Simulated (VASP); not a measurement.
HPt3: relaxation of the atoms with PBE

The system is HPt3, a slab with vacuum.

```xyz
4
Lattice="2.8072 0.0000 0.0000 0.0000 2.8072 0.0000 0.0000 0.0000 19.3514" Properties=species:S:1:pos:R:3 pbc="T T T"
Pt    1.4036    1.4036    4.0000
Pt    0.0000    0.0000    5.9264
Pt    1.4036    1.4036    7.8514
H     1.4036    2.3393    9.1346
```

```json
{
  "Program": "VASP 6.6.1",
  "Task": "relaxation of the atoms",
  "Functional": "PBE",
  "Potentials or basis": "VASP PAW PBE potentials, release 64 (Pt, H)",
  "Cutoff": "520 eV",
  "k mesh": "9 × 9 × 1",
  "Occupations": "gaussian, width 0.1 eV",
  "Spin": "no spin polarisation",
  "Dipole correction": "yes",
  "Atoms held fixed (from 0)": "[0, 1, 2, 3]",
  "Further INCAR settings": "ALGO = Normal; EDIFF = 1e-06; IBRION = 2; EDIFFG = -0.025; NSW = 36"
}
```

```
Energy gained by relaxing : 0.2 meV/atom
Ionic steps               : 3
Band gap on the k mesh    : zero (an odd number of electrons rules out a gap without spin polarisation)
```

The path:
```tsv
step	energy change (eV)	largest force on free atoms (eV/Å)	pressure (GPa)
1	0.0000	0.1380	-1.22
2	-0.0007	0.0595	-1.28
3	-0.0008	0.0012	-1.32
```

Final structure:
```cif
data_structure
_symmetry_space_group_name_H-M 'P 1'
_symmetry_Int_Tables_number 1
_cell_length_a 2.8072
_cell_length_b 2.8072
_cell_length_c 19.3514
_cell_angle_alpha 90.000
_cell_angle_beta 90.000
_cell_angle_gamma 90.000
_cell_volume 152.49
loop_
_atom_site_label
_atom_site_type_symbol
_atom_site_fract_x
_atom_site_fract_y
_atom_site_fract_z
_atom_site_occupancy
Pt1 Pt 0.50000 0.50000 0.20670 1
Pt2 Pt 0.00000 0.00000 0.30625 1
Pt3 Pt 0.50000 0.50000 0.40573 1
H1 H 0.50000 0.83333 0.47264 1
```

Levels at points of the mesh, in eV from the Fermi level:
```tsv
k point	band 13	band 14	band 15	band 16	band 17	band 18	band 19
(0.00, 0.00, 0.00)	-1.35	-1.31	-0.52	0.01	0.05	0.09	1.41
```

It took 2.3 min on 1 thread of AMD EPYC 7R13 Processor (Zen 3) (shared host), peak memory 0.28 GiB.

Caveat: spin-orbit coupling is left out, which moves the levels of the heavy elements.
